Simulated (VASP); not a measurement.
# Si2Ni (Fm-3m) in VASP: a series of runs

Si2Ni is run at these levels: PBE; tasks: single point.

Everything below comes from runs of VASP 6.6.1. Logs are shortened: lines on timing, memory, paths and dates and some standing lists are left out, and cuts for length are marked.

## (1) The cell of the first run

The structure is cubic, space group Fm-3m (No. 225). Conventional cell: a = 5.447 Å, b = 5.447 Å, c = 5.447 Å, α = 90.00°, β = 90.00°, γ = 90.00°. Within 3.1 Å of Si (site symmetry -43m) lie 4 Ni at 2.36 Å and 6 Si at 2.72 Å. Within 3.1 Å of Ni (site symmetry m-3m) lie 8 Si at 2.36 Å.

## (2) Single point, PBE

INCAR reads:

```
  PREC = Accurate
  ENCUT = 520
  EDIFF = 1E-6
  ISMEAR = 0
  SIGMA = 0.1
  LREAL = F
  LASPH = T
  NELM = 60
  ALGO = Normal
  ISIF = 2
  LWAVE = F
  LCHARG = T
  GGA = PE
  LELF = T
  LVHAR = T
  NBANDS = 16
```

KPOINTS reads:

```
Automatic mesh
0
Gamma
  14 14 14
```

POSCAR reads:

```
Si2Ni
1.0
    0.0000000000      2.7234320615      2.7234320615
    2.7234320615      0.0000000000      2.7234320615
    2.7234320615      2.7234320615      0.0000000000
Si Ni
2 1
Direct
    0.2500000000      0.2500000000      0.2500000000
    0.7500000000      0.7500000000      0.7500000000
    0.0000000000      0.0000000000      0.0000000000
```

Potentials or basis: VASP PAW PBE potentials, release 64 (Si, Ni).

The run is started by

```
$ cat potpaw_PBE.64/Si/POTCAR potpaw_PBE.64/Ni/POTCAR > POTCAR
$ mpirun -np 1 vasp_std > vasp.out
```

OUTCAR:

```text
PREC = Accurate
   ENCUT = 520
   EDIFF = 1E-6
   ISMEAR = 0
   LREAL = F
   LASPH = T
   NELM = 60
   ISIF = 2
   GGA = PE

 ion  position               nearest neighbor table
   1  0.250  0.250  0.250-   3 2.36   3 2.36   3 2.36   3 2.36   2 2.72   2 2.72   2 2.72   2 2.72
                             2 2.72   2 2.72
   2  0.750  0.750  0.750-   3 2.36   3 2.36   3 2.36   3 2.36   1 2.72   1 2.72   1 2.72   1 2.72
                             1 2.72   1 2.72
   3  0.000  0.000  0.000-   2 2.36   2 2.36   2 2.36   1 2.36   2 2.36   1 2.36   1 2.36   1 2.36

  LATTYP: Found a face centered cubic cell.
 ALAT       =     5.4468641230

  Lattice vectors:

 A1 = (   0.0000000000,   2.7234320615,   2.7234320615)
 A2 = (   2.7234320615,   0.0000000000,   2.7234320615)
 A3 = (   2.7234320615,   2.7234320615,   0.0000000000)

Analysis of symmetry for initial positions (statically):
=====================================================================
 Subroutine PRICEL returns:
 Original cell was already a primitive cell.

 Routine SETGRP: Setting up the symmetry group for a
 face centered cubic supercell.

 Subroutine GETGRP returns: Found 48 space group operations
 (whereof 48 operations were pure point group operations)
 out of a pool of 48 trial point group operations.

The static configuration has the point symmetry O_h .

Analysis of symmetry for dynamics (positions and initial velocities):
=====================================================================
 Subroutine PRICEL returns:
 Original cell was already a primitive cell.

 Routine SETGRP: Setting up the symmetry group for a
 face centered cubic supercell.

 Subroutine GETGRP returns: Found 48 space group operations
 (whereof 48 operations were pure point group operations)
 out of a pool of 48 trial point group operations.

The dynamic configuration has the point symmetry O_h .

 Subroutine INISYM returns: Found 48 space group operations
 (whereof 48 operations are pure point group operations),
 and found     1 'primitive' translations

----------------------------------------------------------------------------------------

                                     Primitive cell

  volume of cell :      40.3998

  direct lattice vectors                    reciprocal lattice vectors
     0.000000000  2.723432062  2.723432062    -0.183591876  0.183591876  0.183591876
     2.723432062  0.000000000  2.723432062     0.183591876 -0.183591876  0.183591876
     2.723432062  2.723432062  0.000000000     0.183591876  0.183591876 -0.183591876

  length of vectors
     3.851514558  3.851514558  3.851514558     0.317990456  0.317990456  0.317990456

  position of ions in fractional coordinates (direct lattice)
     0.250000000  0.250000000  0.250000000
     0.750000000  0.750000000  0.750000000
     0.000000000  0.000000000  0.000000000

  ion indices of the primitive-cell ions
   primitive index   ion index
                 1           1
                 2           2
                 3           3

----------------------------------------------------------------------------------------

 KPOINTS: Automatic mesh

Automatic generation of k-mesh.
 Grid dimensions read from file:
 generate k-points for:   14   14   14

 Generating k-lattice:

  Cartesian coordinates                     Fractional coordinates (reciprocal lattice)
    -0.013113705  0.013113705  0.013113705     0.071428571  0.000000000  0.000000000
     0.013113705 -0.013113705  0.013113705     0.000000000  0.071428571  0.000000000
     0.013113705  0.013113705 -0.013113705     0.000000000  0.000000000  0.071428571

  Length of vectors
     0.022713604  0.022713604  0.022713604

  Shift w.r.t. Gamma in fractional coordinates (k-lattice)
     0.000000000  0.000000000  0.000000000

 Subroutine IBZKPT returns following result:
 ===========================================

 Found    104 irreducible k-points:

 Following reciprocal coordinates:
            Coordinates               Weight
  0.000000  0.000000  0.000000      1.000000
  0.071429  0.000000  0.000000      8.000000
  0.142857  0.000000  0.000000      8.000000
  0.214286  0.000000  0.000000      8.000000
  0.285714  0.000000  0.000000      8.000000
  0.357143  0.000000  0.000000      8.000000
[... 16 lines left out ...]
  0.214286  0.142857  0.000000     24.000000
  0.285714  0.142857  0.000000     24.000000
 [... further k-points ...]
   k-points           NKPTS =    104   k-points in BZ     NKDIM =    104   number of bands    NBANDS=     16
   number of dos      NEDOS =    301   number of ions     NIONS =      3
   total plane-waves  NPLWV =  27000
   dimension x,y,z NGX =    30 NGY =   30 NGZ =   30
   dimension x,y,z NGXF=    60 NGYF=   60 NGZF=   60
   ions per type =               2   1
   NGX,Y,Z   is equivalent  to a cutoff of  12.95, 12.95, 12.95 a.u.
   NGXF,Y,Z  is equivalent  to a cutoff of  25.90, 25.90, 25.90 a.u.
 SYSTEM =  unknown system
   PREC   = accura    normal or accurate (medium, high low for compatibility)
   ISTART =      0    job   : 0-new  1-cont  2-samecut
   ICHARG =      2    charge: 1-file 2-atom 10-const
   ISPIN  =      1    spin polarized calculation?
   LNONCOLLINEAR =      F non collinear calculations
   LSORBIT =      F    spin-orbit coupling
   LASPH  =      T    aspherical Exc in radial PAW
   ENCUT  =  520.0 eV  38.22 Ry    6.18 a.u.   7.16  7.16  7.16*2*pi/ulx,y,z
   NELM   =     60;   NELMIN=  2; NELMDL= -5     # of ELM steps
   EDIFF  = 0.1E-05   stopping-criterion for ELM
   LREAL  =      F    real-space projection
   EDIFFG = 0.1E-04   stopping-criterion for IOM
   NSW    =      0    number of steps for IOM
   IBRION =     -1    ionic relax: 0-MD 1-quasi-New 2-CG
   NFREE  =      0    steps in history (QN), initial steepest desc. (CG)
   ISIF   =      2    stress and relaxation
   ISYM   =      2    0-nonsym 1-usesym 2-fastsym
   POTIM  = 0.5000    time-step for ionic-motion
   TEBEG  =    0.0;   TEEND  =   0.0 temperature during run
   PSTRESS=    0.0 pullay stress
   NELECT =      18.0000    total number of electrons
   NUPDOWN=      -1.0000    fix difference up-down
   EMIN   =  10.00;   EMAX   =-10.00  energy-range for DOS
   EFERMI =   0.00;   METHOD = LEGACY
   ISMEAR =     0;   SIGMA  =   0.10  broadening in eV -4-tet -1-fermi 0-gaus
   EFERMI_NEDOS =   21; number of points for ismear=-14 and -15
   IALGO  =     38    algorithm
   IMIX   =      4    mixing-type and parameters
     AMIX     =   0.40;   BMIX     =  1.00
     AMIX_MAG =   1.60;   BMIX_MAG =  1.00
  volume/ion in A,a.u.               =      13.47        90.88
  Fermi-wavevector in a.u.,A,eV,Ry     =   1.250372  2.362860 21.271747  1.563429
  Thomas-Fermi vector in A             =   2.384369
   LORBIT       =      0    0 simple, 1 ext, 2 COOP (PROOUT), +10 PAW based schemes
   GGA     = PE    functional components
   LHFCALC =     F    Hartree Fock is set to
   AEXX    =    0.0000 exact exchange contribution
   IVDW    =     0    specifies the selected vdW correction
   LEPSILON=     F    determine dielectric tensor
   LRPA    =     F    only Hartree local field effects (RPA)
 non-spin polarized calculation
 Gauss-broadening in eV      SIGMA  =   0.10
  energy-cutoff  :      520.00
  volume of cell :       40.40
 maximum number of plane-waves:      1106
 NGX is ok and might be reduce to    30
   NGX = 15   NGY = 15   NGZ = 15

 number of electron      17.9999991 magnetization

 Free energy of the ion-electron system (eV)
  ---------------------------------------------------
  ext. energy  EPLUGINS =         0.00000000
  ---------------------------------------------------
  free energy    TOTEN  =       -17.37226131 eV

  energy without entropy =      -17.36820474  energy(sigma->0) =      -17.37023303

 E-fermi :  10.1376     XC(G=0): -11.4829

 val. band max:       10.0557355773   @ k =   0.4286   0.2857   0.0000
 cond. band min:      10.1573035319   @ k =  -0.4286   0.4286   0.0714
 fundamental gap:      0.1015679545
 Fermi energy:        10.1375733405

 k-point     1 :       0.0000    0.0000    0.0000
  band No.  band energies     occupation
      1      -3.5165      2.00000
      2       5.0707      2.00000
      3       5.0707      2.00000
      4       5.0707      2.00000
      5       6.7414      2.00000
      6       6.7414      2.00000
[... 8 lines left out ...]
     15      14.7989      0.00000
     16      14.7989      0.00000

 k-point     2 :       0.0714    0.0000    0.0000
  band No.  band energies     occupation
      1      -3.4421      2.00000
      2       4.9090      2.00000
      3       5.0946      2.00000
      4       5.0946      2.00000
      5       6.7272      2.00000
      6       6.7272      2.00000
[... 8 lines left out ...]
     15      14.5127      0.00000
     16      14.6691      0.00000

 k-point     3 :       0.1429    0.0000    0.0000
  band No.  band energies     occupation
      1      -3.2197      2.00000
      2       4.4534      2.00000
      3       5.1619      2.00000
      4       5.1619      2.00000
      5       6.6934      2.00000
      6       6.6934      2.00000
[... 8 lines left out ...]
     15      14.4020      0.00000
     16      14.7429      0.00000

 k-point     4 :       0.2143    0.0000    0.0000
  band No.  band energies     occupation
      1      -2.8523      2.00000
      2       3.7611      2.00000
      3       5.2585      2.00000
      4       5.2585      2.00000
      5       6.6648      2.00000
      6       6.6648      2.00000
[... 8 lines left out ...]
     15      15.0858      0.00000
     16      15.7080      0.00000

 k-point     5 :       0.2857    0.0000    0.0000
  band No.  band energies     occupation
      1      -2.3452      2.00000
      2       2.8941      2.00000
      3       5.3598      2.00000
      4       5.3598      2.00000
      5       6.6750      2.00000
      6       6.6750      2.00000
[... 8 lines left out ...]
     15      16.0993      0.00000
     16      16.7388      0.00000

 k-point     6 :       0.3571    0.0000    0.0000
  band No.  band energies     occupation
      1      -1.7076      2.00000
      2       1.9300      2.00000
      3       5.4381      2.00000
      4       5.4381      2.00000
      5       6.7478      2.00000
      6       6.7478      2.00000
[... 8 lines left out ...]
     15      17.2609      0.00000
     16      17.8520      0.00000
[... 267 lines left out ...]
 k-point    21 :      -0.0714    0.0714    0.0000
  band No.  band energies     occupation
      1      -3.3184      2.00000
      2       4.6854      2.00000
      3       5.0787      2.00000
      4       5.1581      2.00000
      5       6.6667      2.00000
      6       6.7430      2.00000
[... 8 lines left out ...]
     15      14.2098      0.00000
     16      15.1109      0.00000

 k-point    22 :       0.1429    0.1429    0.0000
  band No.  band energies     occupation
      1      -3.1210      2.00000
      2       4.5081      2.00000
      3       5.1079      2.00000
      4       5.1079      2.00000
      5       6.4878      2.00000
      6       6.8123      2.00000
[... 8 lines left out ...]
     15      15.5193      0.00000
     16      15.5193      0.00000

 k-point    23 :       0.2143    0.1429    0.0000
  band No.  band energies     occupation
      1      -2.8514      2.00000
      2       4.1237      2.00000
      3       5.1496      2.00000
      4       5.1758      2.00000
      5       6.3441      2.00000
      6       6.8391      2.00000
[... 8 lines left out ...]
     15      16.1981      0.00000
     16      16.2883      0.00000

 k-point    24 :       0.2857    0.1429    0.0000
  band No.  band energies     occupation
      1      -2.4394      2.00000
      2       3.4939      2.00000
      3       5.2252      2.00000
      4       5.2709      2.00000
      5       6.2191      2.00000
      6       6.8667      2.00000
[... 8 lines left out ...]
     15      17.1619      0.00000
     16      17.3739      0.00000

 [... further k-points ...]

------------------------ aborting loop because EDIFF is reached ----------------------------------------

  FORCE on cell =-STRESS in cart. coord.  units (eV):
  Direction    XX          YY          ZZ          XY          YZ          ZX
  --------------------------------------------------------------------------------------
  -------------------------------------------------------------------------------------
  Total       -0.0357801     -0.0357801     -0.0357801     -0.0000000      0.0000000     -0.0000000
  in kB       -1.4189696     -1.4189696     -1.4189696     -0.0000000      0.0000000     -0.0000000
  external PRESSURE =      -1.4189696 kB  Pullay stress =       0.0000000 kB

 VOLUME and BASIS-vectors are now :
 -----------------------------------------------------------------------------
  energy-cutoff  :      520.00
  volume of cell :       40.40
      direct lattice vectors                 reciprocal lattice vectors
     0.000000000  2.723432062  2.723432062    -0.183591876  0.183591876  0.183591876
     2.723432062  0.000000000  2.723432062     0.183591876 -0.183591876  0.183591876
     2.723432062  2.723432062  0.000000000     0.183591876  0.183591876 -0.183591876

 POSITION                                       TOTAL-FORCE (eV/Angst)
 -----------------------------------------------------------------------------------
      1.36172      1.36172      1.36172        -0.000000     -0.000000     -0.000000
      4.08515      4.08515      4.08515         0.000000      0.000000      0.000000
      0.00000      0.00000      0.00000        -0.000000      0.000000     -0.000000
 -----------------------------------------------------------------------------------
    total drift:                                0.000000     -0.000000     -0.000000

  FREE ENERGIE OF THE ION-ELECTRON SYSTEM (eV)
  ---------------------------------------------------
  free  energy   TOTEN  =       -17.3722613130 eV

  energy  without entropy=      -17.3682047408  energy(sigma->0) =      -17.37023303
```

Wall time 38 s (1 thread of AMD EPYC 9R45 (Zen 5), shared host); peak memory 0.18 GiB.

Results:

```yaml
Free_energy: -17.3723 eV
Pressure: -0.1 GPa
Band_gap_on_the_k_mesh: zero (band 9 reaches 11.80 eV, above the bottom of band 10 at 9.65 eV)
```

Spin polarisation is off, so any magnetic state and its effect on volume and gap are missing.

## (3) Single point, PBE (volume scaled by 1.03)

INCAR reads:

```
SYSTEM = Si2Ni
  PREC = Accurate
  ENCUT = 520
  EDIFF = 1E-7
  ISMEAR = 0
  SIGMA = 0.1
  LREAL = .False.
  LASPH = .True.
  NELM = 60
  ALGO = Normal
  ISIF = 2
  LWAVE = .False.
  LCHARG = .True.
  GGA = PE
  LELF = .True.
  LVHAR = .True.
  NBANDS = 16
```

KPOINTS reads:

```
Automatic mesh
0
Gamma
  14 14 14
  0 0 0
```

POSCAR reads:

```
Si2Ni
1.0
    0.0000000000      2.7503984891      2.7503984891
    2.7503984891      0.0000000000      2.7503984891
    2.7503984891      2.7503984891      0.0000000000
Si Ni
2 1
Direct
    0.2500000000      0.2500000000      0.2500000000
    0.7500000000      0.7500000000      0.7500000000
    0.0000000000      0.0000000000      0.0000000000
```

Potentials or basis: VASP PAW PBE potentials, release 64 (Si, Ni).

The run is started by

```
$ cat potpaw_PBE.64/Si/POTCAR potpaw_PBE.64/Ni/POTCAR > POTCAR
$ mpirun -np 1 vasp_std > vasp.out
```

Wall time 46 s (1 thread of AMD EPYC 9R45 (Zen 5), shared host); peak memory 0.18 GiB.

Results (log left out):

```
Free energy            : -17.3565 eV
Pressure               : -4.1 GPa
Band gap on the k mesh : zero (band 9 reaches 11.33 eV, above the bottom of band 10 at 9.14 eV)
```

Levels at points of the mesh, in eV from the Fermi level:
```tsv
k point	band 7	band 8	band 9	band 10	band 11	band 12
(0.00, 0.00, 0.00)	-0.67	1.66	1.66	1.66	2.39	2.39
(0.50, 0.00, 0.00)	-3.04	-1.29	-1.29	1.73	1.81	1.81
(0.50, 0.50, 0.00)	-3.30	-3.14	-2.84	-0.46	1.55	7.78
```

(Part 1 of 3 ends here.)
